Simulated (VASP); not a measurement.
Set up this calculation in VASP 6.6.1, as the native input.

```
Task                   : relaxation of cell and atoms
Functional             : PBE
Potentials or basis    : VASP PAW PBE potentials, release 64 (Na_pv, P)
Cutoff                 : 600 eV
k mesh                 : 6 × 6 × 6
Occupations            : gaussian, width 0.1 eV
Spin                   : no spin polarisation
Dipole correction      : no
Further INCAR settings : ALGO = Normal; EDIFF = 1e-06; IBRION = 2; EDIFFG = -0.04; NSW = 90; ISIF = 3
```

The structure of Na2P3 lies in POSCAR:

```
Na2P3
1.0
    1.8050971212      1.0421733088      8.3675408022
   -1.8050971212      1.0421733088      8.3675408022
    0.0000000000     -2.0843466176      8.3675408022
Na P
2 3
Direct
    0.4000000000      0.4000000000      0.4000000000
    0.6000000000      0.6000000000      0.6000000000
    0.0000000000      0.0000000000      0.0000000000
    0.2095000000      0.2095000000      0.2095000000
    0.7905000000      0.7905000000      0.7905000000
```

The input as run:

INCAR

```
  PREC = Accurate
  ENCUT = 600
  EDIFF = 1E-6
  ISMEAR = 0
  SIGMA = 0.1
  LREAL = F
  LASPH = T
  NELM = 80
  ALGO = Normal
  ISIF = 3
  LWAVE = F
  LCHARG = F
  GGA = PE
  IBRION = 2
  NSW = 90
  EDIFFG = -0.04
```

KPOINTS

```
regular mesh
0
Gamma
  6 6 6
```

Potentials or basis: VASP PAW PBE potentials, release 64 (Na_pv, P).

Command:

```console
$ cat potpaw_PBE.64/Na_pv/POTCAR potpaw_PBE.64/P/POTCAR > POTCAR
$ mpirun -np 1 vasp_std > vasp.out
```

It gave:

```json
{
 "Relaxed volume": "20.57 Å³/atom",
 "Relaxed cell": "a = 10.425 Å, b = 10.425 Å, c = 10.425 Å, α = 18.80°, β = 18.80°, γ = 18.80°",
 "Space group after relaxing (to 0.05 Å)": "R-3m (No. 166)",
 "Energy gained by relaxing": "974.4 meV/atom",
 "Ionic steps": "19",
 "Pressure after relaxing": "0.0 GPa",
 "Largest force after relaxing": "0.022 eV/Å"
}
```

It took 45 min on 1 thread of AMD EPYC 9R45 96-Core Processor (Zen 5), on a shared host, peak memory 0.74 GiB.
